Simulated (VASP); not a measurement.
# TaN in VASP: further runs

TaN is run at these levels: PBE, PBEsol; tasks: single point.

Program: VASP 6.6.1. These are calculated values, not measurements. Logs are shortened: lines on timing, memory, paths and dates and some standing lists are left out, and cuts for length are marked.

## Step 1: The cell of the first run

It takes space group F-43m (No. 216, cubic). The conventional cell has a = 5.048 Å, b = 5.048 Å, c = 5.048 Å, α = 90.00°, β = 90.00°, γ = 90.00°. Ta (site symmetry -43m) has 4 N at 2.19 Å within 2.9 Å. Within 2.9 Å of N (site symmetry -43m) lie 4 Ta at 2.19 Å.

## Step 2: Single point, PBE

Contents of INCAR:

```
  PREC = Accurate
  ENCUT = 520
  EDIFF = 1E-7
  ISMEAR = -1
  SIGMA = 0.05
  LREAL = F
  LASPH = T
  NELM = 100
  ALGO = Normal
  ISIF = 2
  LWAVE = F
  LCHARG = T
  GGA = PE
  LELF = T
  LVHAR = T
  NBANDS = 15
```

Contents of KPOINTS:

```
Automatic mesh
0
Gamma
  9 9 9
```

Contents of POSCAR:

```
TaN
1.0
    0.0000000000      2.5239257368      2.5239257368
    2.5239257368      0.0000000000      2.5239257368
    2.5239257368      2.5239257368      0.0000000000
Ta N
1 1
Direct
    0.0000000000      0.0000000000      0.0000000000
    0.2500000000      0.2500000000      0.2500000000
```

Potentials or basis: VASP PAW PBE potentials, release 64 (Ta_pv, N).

Started as:

```console
$ cat potpaw_PBE.64/Ta_pv/POTCAR potpaw_PBE.64/N/POTCAR > POTCAR
$ mpirun -np 1 vasp_std > vasp.out
```

OUTCAR:

```text
PREC = Accurate
   ENCUT = 520
   EDIFF = 1E-7
   ISMEAR = -1
   LREAL = F
   LASPH = T
   NELM = 100
   ISIF = 2
   GGA = PE

 ion  position               nearest neighbor table
   1  0.000  0.000  0.000-   2 2.19   2 2.19   2 2.19   2 2.19
   2  0.250  0.250  0.250-   1 2.19   1 2.19   1 2.19   1 2.19

  LATTYP: Found a face centered cubic cell.
 ALAT       =     5.0478514736

  Lattice vectors:

 A1 = (   0.0000000000,   2.5239257368,   2.5239257368)
 A2 = (   2.5239257368,   0.0000000000,   2.5239257368)
 A3 = (   2.5239257368,   2.5239257368,   0.0000000000)

Analysis of symmetry for initial positions (statically):
=====================================================================
 Subroutine PRICEL returns:
 Original cell was already a primitive cell.

 Routine SETGRP: Setting up the symmetry group for a
 face centered cubic supercell.

 Subroutine GETGRP returns: Found 24 space group operations
 (whereof 24 operations were pure point group operations)
 out of a pool of 48 trial point group operations.

The static configuration has the point symmetry T_d .

Analysis of symmetry for dynamics (positions and initial velocities):
=====================================================================
 Subroutine PRICEL returns:
 Original cell was already a primitive cell.

 Routine SETGRP: Setting up the symmetry group for a
 face centered cubic supercell.

 Subroutine GETGRP returns: Found 24 space group operations
 (whereof 24 operations were pure point group operations)
 out of a pool of 48 trial point group operations.

The dynamic configuration has the point symmetry T_d .

 Subroutine INISYM returns: Found 24 space group operations
 (whereof 24 operations are pure point group operations),
 and found     1 'primitive' translations

----------------------------------------------------------------------------------------

                                     Primitive cell

  volume of cell :      32.1558

  direct lattice vectors                    reciprocal lattice vectors
     0.000000000  2.523925737  2.523925737    -0.198104086  0.198104086  0.198104086
     2.523925737  0.000000000  2.523925737     0.198104086 -0.198104086  0.198104086
     2.523925737  2.523925737  0.000000000     0.198104086  0.198104086 -0.198104086

  length of vectors
     3.569370007  3.569370007  3.569370007     0.343126341  0.343126341  0.343126341

  position of ions in fractional coordinates (direct lattice)
     0.000000000  0.000000000  0.000000000
     0.250000000  0.250000000  0.250000000

  ion indices of the primitive-cell ions
   primitive index   ion index
                 1           1
                 2           2

----------------------------------------------------------------------------------------

 KPOINTS: Automatic mesh

Automatic generation of k-mesh.
 Grid dimensions read from file:
 generate k-points for:    9    9    9

 Generating k-lattice:

  Cartesian coordinates                     Fractional coordinates (reciprocal lattice)
    -0.022011565  0.022011565  0.022011565     0.111111111  0.000000000  0.000000000
     0.022011565 -0.022011565  0.022011565     0.000000000  0.111111111  0.000000000
     0.022011565  0.022011565 -0.022011565     0.000000000  0.000000000  0.111111111

  Length of vectors
     0.038125149  0.038125149  0.038125149

  Shift w.r.t. Gamma in fractional coordinates (k-lattice)
     0.000000000  0.000000000  0.000000000

 Subroutine IBZKPT returns following result:
 ===========================================

 Found     35 irreducible k-points:

 Following reciprocal coordinates:
            Coordinates               Weight
  0.000000  0.000000  0.000000      1.000000
  0.111111  0.000000  0.000000      8.000000
  0.222222  0.000000  0.000000      8.000000
  0.333333  0.000000  0.000000      8.000000
  0.444444  0.000000  0.000000      8.000000
  0.111111  0.111111  0.000000      6.000000
[... 16 lines left out ...]
 -0.333333  0.333333  0.000000     12.000000
  0.444444  0.444444  0.000000      6.000000
 [... further k-points ...]
   k-points           NKPTS =     35   k-points in BZ     NKDIM =     35   number of bands    NBANDS=     15
   number of dos      NEDOS =    301   number of ions     NIONS =      2
   total plane-waves  NPLWV =  21952
   dimension x,y,z NGX =    28 NGY =   28 NGZ =   28
   dimension x,y,z NGXF=    56 NGYF=   56 NGZF=   56
   ions per type =               1   1
   NGX,Y,Z   is equivalent  to a cutoff of  13.04, 13.04, 13.04 a.u.
   NGXF,Y,Z  is equivalent  to a cutoff of  26.08, 26.08, 26.08 a.u.
 SYSTEM =  unknown system
   PREC   = accura    normal or accurate (medium, high low for compatibility)
   ISTART =      0    job   : 0-new  1-cont  2-samecut
   ICHARG =      2    charge: 1-file 2-atom 10-const
   ISPIN  =      1    spin polarized calculation?
   LNONCOLLINEAR =      F non collinear calculations
   LSORBIT =      F    spin-orbit coupling
   LASPH  =      T    aspherical Exc in radial PAW
   ENCUT  =  520.0 eV  38.22 Ry    6.18 a.u.   6.64  6.64  6.64*2*pi/ulx,y,z
   NELM   =    100;   NELMIN=  2; NELMDL= -5     # of ELM steps
   EDIFF  = 0.1E-06   stopping-criterion for ELM
   LREAL  =      F    real-space projection
   EDIFFG = 0.1E-05   stopping-criterion for IOM
   NSW    =      0    number of steps for IOM
   IBRION =     -1    ionic relax: 0-MD 1-quasi-New 2-CG
   NFREE  =      0    steps in history (QN), initial steepest desc. (CG)
   ISIF   =      2    stress and relaxation
   ISYM   =      2    0-nonsym 1-usesym 2-fastsym
   POTIM  = 0.5000    time-step for ionic-motion
   TEBEG  =    0.0;   TEEND  =   0.0 temperature during run
   PSTRESS=    0.0 pullay stress
   NELECT =      16.0000    total number of electrons
   NUPDOWN=      -1.0000    fix difference up-down
   EMIN   =  10.00;   EMAX   =-10.00  energy-range for DOS
   EFERMI =   0.00;   METHOD = LEGACY
   ISMEAR =    -1;   SIGMA  =   0.05  broadening in eV -4-tet -1-fermi 0-gaus
   EFERMI_NEDOS =   21; number of points for ismear=-14 and -15
   IALGO  =     38    algorithm
   IMIX   =      4    mixing-type and parameters
     AMIX     =   0.40;   BMIX     =  1.00
     AMIX_MAG =   1.60;   BMIX_MAG =  1.00
  volume/ion in A,a.u.               =      16.08       108.50
  Fermi-wavevector in a.u.,A,eV,Ry     =   1.297264  2.451473 22.897150  1.682893
  Thomas-Fermi vector in A             =   2.428667
   LORBIT       =      0    0 simple, 1 ext, 2 COOP (PROOUT), +10 PAW based schemes
   GGA     = PE    functional components
[... 5 lines left out ...]
 non-spin polarized calculation
  energy-cutoff  :      520.00
  volume of cell :       32.16
 maximum number of plane-waves:       893
   NGX = 13   NGY = 13   NGZ = 13

 number of electron      15.9999999 magnetization

 Free energy of the ion-electron system (eV)
  ---------------------------------------------------
  ext. energy  EPLUGINS =         0.00000000
  ---------------------------------------------------
  free energy    TOTEN  =       -20.95632356 eV

  energy without entropy =      -20.94184881  energy(sigma->0) =      -20.94908618

 E-fermi :   5.1775     XC(G=0): -11.0495

 val. band max:        5.1527147263   @ k =  -0.2222   0.3333   0.1111
 cond. band min:       5.2261833382   @ k =  -0.3333   0.2222   0.0000
 fundamental gap:      0.0734686119
 Fermi energy:         5.1775253357

 k-point     1 :       0.0000    0.0000    0.0000
  band No.  band energies     occupation
      1     -30.7900      2.00000
      2     -30.7900      2.00000
      3     -30.7900      2.00000
      4     -11.1292      2.00000
      5      -0.6440      2.00000
      6      -0.6440      2.00000
      7      -0.6440      2.00000
      8       3.8405      2.00000
      9       5.5454      0.00127
     10       5.5454      0.00127
     11       9.8634      0.00000
     12       9.8634      0.00000
     13       9.8634      0.00000
     14      16.9180      0.00000
     15      16.9180      0.00000

 k-point     2 :       0.1111    0.0000    0.0000
  band No.  band energies     occupation
      1     -30.8138      2.00000
      2     -30.7933      2.00000
      3     -30.7933      2.00000
      4     -11.0245      2.00000
      5      -0.8769      2.00000
      6      -0.5681      2.00000
      7      -0.5681      2.00000
      8       4.4371      2.00000
      9       5.4369      0.01111
     10       5.4369      0.01111
     11       9.5528      0.00000
     12       9.9396      0.00000
     13       9.9396      0.00000
     14      15.3547      0.00000
     15      17.0774      0.00000

 k-point     3 :       0.2222    0.0000    0.0000
  band No.  band energies     occupation
      1     -30.8735      2.00000
      2     -30.8018      2.00000
      3     -30.8018      2.00000
      4     -10.7655      2.00000
      5      -1.1996      2.00000
      6      -0.3905      2.00000
      7      -0.3905      2.00000
      8       5.3238      0.10180
      9       5.3238      0.10180
     10       5.6532      0.00015
     11       8.8611      0.00000
     12       9.8560      0.00000
     13       9.8560      0.00000
     14      13.1654      0.00000
     15      17.3185      0.00000
[... 343 lines left out ...]
 k-point    23 :      -0.3333    0.3333    0.0000
  band No.  band energies     occupation
      1     -30.9457      2.00000
      2     -30.9061      2.00000
      3     -30.8381      2.00000
      4     -10.0802      2.00000
      5      -0.9416      2.00000
      6      -0.0882      2.00000
      7       0.4244      2.00000
      8       3.5070      2.00000
      9       5.5574      0.00100
     10       6.1601      0.00000
     11       8.3877      0.00000
     12       8.8382      0.00000
     13      11.9005      0.00000
     14      13.3303      0.00000
     15      14.7021      0.00000

 k-point    24 :       0.4444    0.4444    0.0000
  band No.  band energies     occupation
      1     -30.9817      2.00000
      2     -30.8588      2.00000
      3     -30.8588      2.00000
      4     -10.0456      2.00000
      5      -1.8933      2.00000
      6       0.8643      2.00000
      7       0.8643      2.00000
      8       3.2196      2.00000
      9       6.0772      0.00000
     10       6.7697      0.00000
     11       7.6919      0.00000
     12       7.6919      0.00000
     13      11.9154      0.00000
     14      14.3904      0.00000
     15      16.6676      0.00000

 [... further k-points ...]
[... 5 lines left out ...]
  --------------------------------------------------------------------------------------
  -------------------------------------------------------------------------------------
  Total       -5.9918133     -5.9918133     -5.9918133      0.0000000      0.0000000      0.0000000
  in kB     -298.5445459   -298.5445459   -298.5445459      0.0000000      0.0000000      0.0000000
  external PRESSURE =    -298.5445459 kB  Pullay stress =       0.0000000 kB

 VOLUME and BASIS-vectors are now :
 -----------------------------------------------------------------------------
  energy-cutoff  :      520.00
  volume of cell :       32.16
      direct lattice vectors                 reciprocal lattice vectors
     0.000000000  2.523925737  2.523925737    -0.198104086  0.198104086  0.198104086
     2.523925737  0.000000000  2.523925737     0.198104086 -0.198104086  0.198104086
     2.523925737  2.523925737  0.000000000     0.198104086  0.198104086 -0.198104086

 POSITION                                       TOTAL-FORCE (eV/Angst)
 -----------------------------------------------------------------------------------
      0.00000      0.00000      0.00000         0.000000      0.000000      0.000000
      1.26196      1.26196      1.26196        -0.000000     -0.000000     -0.000000
 -----------------------------------------------------------------------------------
    total drift:                               -0.000000     -0.000000     -0.000000

  FREE ENERGIE OF THE ION-ELECTRON SYSTEM (eV)
  ---------------------------------------------------
  free  energy   TOTEN  =       -20.9563235612 eV

  energy  without entropy=      -20.9418488062  energy(sigma->0) =      -20.94908618
```

It took 21 s on 1 thread of AMD EPYC 7R43 (Zen 3), shared host; peak memory 0.13 GiB.

Results:

```
Free energy            : -20.9563 eV
Pressure               : -29.9 GPa
Band gap on the k mesh : zero (band 8 reaches 5.58 eV, above the bottom of band 9 at 5.12 eV)
```

Levels at points of the mesh, in eV from the Fermi level:
| k point | band 4 | band 5 | band 6 | band 7 | band 8 | band 9 | band 10 | band 11 | band 12 | band 13 |
| --- | --- | --- | --- | --- | --- | --- | --- | --- | --- | --- |
| (0.00, 0.00, 0.00) | -16.31 | -5.82 | -5.82 | -5.82 | -1.34 | 0.37 | 0.37 | 4.69 | 4.69 | 4.69 |

Caveat: spin-orbit coupling is left out, which moves the levels of the heavy elements.

## Step 3: Single point, PBE

This run uses another cell than the first one, of 16.39 Å³/atom, 1.019 times its volume.

Contents of INCAR:

```
SYSTEM = TaN
  PREC = Accurate
  ENCUT = 520
  EDIFF = 1E-7
  ISMEAR = -1
  SIGMA = 0.05
  LREAL = .False.
  LASPH = .True.
  NELM = 80
  ALGO = Normal
  ISIF = 2
  LWAVE = .False.
  LCHARG = .False.
  GGA = PE
  NBANDS = 15
```

Contents of KPOINTS:

```
Automatic mesh
0
Gamma
  9 9 9
  0 0 0
```

Contents of POSCAR:

```
TaN
1.0
    0.0000000000      2.5400021304      2.5400021304
    2.5400021304      0.0000000000      2.5400021304
    2.5400021304      2.5400021304      0.0000000000
Ta N
1 1
Direct
    0.0000000000      0.0000000000      0.0000000000
    0.2500000000      0.2500000000      0.2500000000
```

Potentials or basis: VASP PAW PBE potentials, release 64 (Ta_pv, N).

Started as:

```console
$ cat potpaw_PBE.64/Ta_pv/POTCAR potpaw_PBE.64/N/POTCAR > POTCAR
$ mpirun -np 1 vasp_std > vasp.out
```

Wall time 19 s (1 thread of AMD EPYC 7R43 (Zen 3), shared host); peak memory 0.13 GiB.

It converged, with:

```yaml
Free_energy: -20.8377 eV
Pressure: -31.7 GPa
Band_gap_on_the_k_mesh: zero (band 8 reaches 5.41 eV, above the bottom of band 9 at 4.96 eV)
```

Levels at points of the mesh, in eV from the Fermi level:
```tsv
k point	band 4	band 5	band 6	band 7	band 8	band 9	band 10	band 11	band 12	band 13
(0.00, 0.00, 0.00)	-16.18	-5.71	-5.71	-5.71	-1.35	0.36	0.36	4.59	4.59	4.59
```

Caveat: spin-orbit coupling is left out, which moves the levels of the heavy elements.

## Step 4: Single point, PBE (atoms moved at random)

Contents of INCAR:

```
SYSTEM = TaN
  PREC = Accurate
  ENCUT = 520
  EDIFF = 1E-6
  ISMEAR = -1
  SIGMA = 0.05
  LREAL = .FALSE.
  LASPH = .TRUE.
  NELM = 60
  ALGO = Normal
  ISIF = 2
  LWAVE = .FALSE.
  LCHARG = .FALSE.
  GGA = PE
  NBANDS = 15
```

Contents of KPOINTS:

```
Automatic mesh
0
G
  9 9 9
  0 0 0
```

Contents of POSCAR:

```
TaN
1.0
    0.0000000000      2.4911437700      2.4911437700
    2.4911437700      0.0000000000      2.4911437700
    2.4911437700      2.4911437700      0.0000000000
Ta N
1 1
Direct
    0.0029840000     -0.0003780000      0.0017680000
    0.2411450000      0.2403560000      0.2693490000
```

Started as:

```console
$ cat potpaw_PBE.64/Ta_pv/POTCAR potpaw_PBE.64/N/POTCAR > POTCAR
$ mpirun -np 1 vasp_std > vasp.out
```

Run time: 2.7 min. Hardware: 1 thread of AMD EPYC 7R43 (Zen 3), shared host; peak memory 0.26 GiB.

The run converged. Its results:

- Free energy: -21.1641 eV
- Pressure: -25.0 GPa
- Largest force: 0.195 eV/Å
- Band gap on the k mesh: zero (band 8 reaches 6.13 eV, above the bottom of band 9 at 5.43 eV)

Forces in eV/Å, atoms in the order of the input:
```
Ta   0.092  0.095 -0.144
N   -0.092 -0.095  0.144
```

Stress tensor (GPa, compression positive):
```
-25.08   1.04  -0.50
  1.04 -25.10  -0.54
 -0.50  -0.54 -24.85
```

Levels at points of the mesh, in eV from the Fermi level:
```
           k point  band 6  band 7  band 8  band 9  band 10  band 11
(0.00, 0.00, 0.00)   -6.05   -5.96   -1.31    0.38     0.38     4.61
```

Caveat: the cell differs from its parent crystal (atoms moved at random); spin-orbit coupling is left out, which moves the levels of the heavy elements.

(Continued in part 2 of 2.)
